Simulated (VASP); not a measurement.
Wanted: the native input for a VASP 6.6.1 run.

```
Task                   : single point
Functional             : LDA
Potentials or basis    : VASP PAW LDA potentials, release 64 (Sn_d)
Cutoff                 : 520 eV
k mesh                 : 11 × 11 × 11
Occupations            : fermi-dirac, width 0.05 eV
Spin                   : no spin polarisation
Dipole correction      : no
Further INCAR settings : ALGO = Fast; EDIFF = 1e-06; NBANDS = 13
```

The structure of Sn lies in POSCAR:

```
Sn
1.0
   -1.7379733663      1.7873059321      2.3538281599
    1.7379733663     -1.7873059321      2.3538281599
    1.7379733663      1.7873059321     -2.3538281599
Sn
1
Direct
    0.0000000000      0.0000000000      0.0000000000
```

The input as run:

INCAR

```
SYSTEM = Sn
ALGO = Fast
EDIFF = 1E-6
ENCUT = 520
ISIF = 2
ISMEAR = -1
LASPH = .True.
LCHARG = .False.
LREAL = .False.
LWAVE = .False.
NBANDS = 13
NELM = 100
PREC = Accurate
SIGMA = 0.05
```

KPOINTS

```
k-points
0
Gamma
  11 11 11
  0 0 0
```

Potentials or basis: VASP PAW LDA potentials, release 64 (Sn_d).

Run with:

```sh
$ cat potpaw_LDA.64/Sn_d/POTCAR > POTCAR
$ mpirun -np 1 vasp_std > vasp.out
```

Results of the run:

| Item | Value |
| --- | --- |
| Pressure | -5.4 GPa |
| Band gap on the k mesh | zero (bands 7 and 8 overlap by 8.45 eV) |

Caveat: the cell stands under tension; spin-orbit coupling is left out, which moves the levels of the heavy elements.

Run time: 2.2 min on 1 thread of Intel(R) Xeon(R) Platinum 8259CL CPU @ 2.50GHz (Skylake/Cascade Lake) (shared host), peak memory 0.19 GiB.
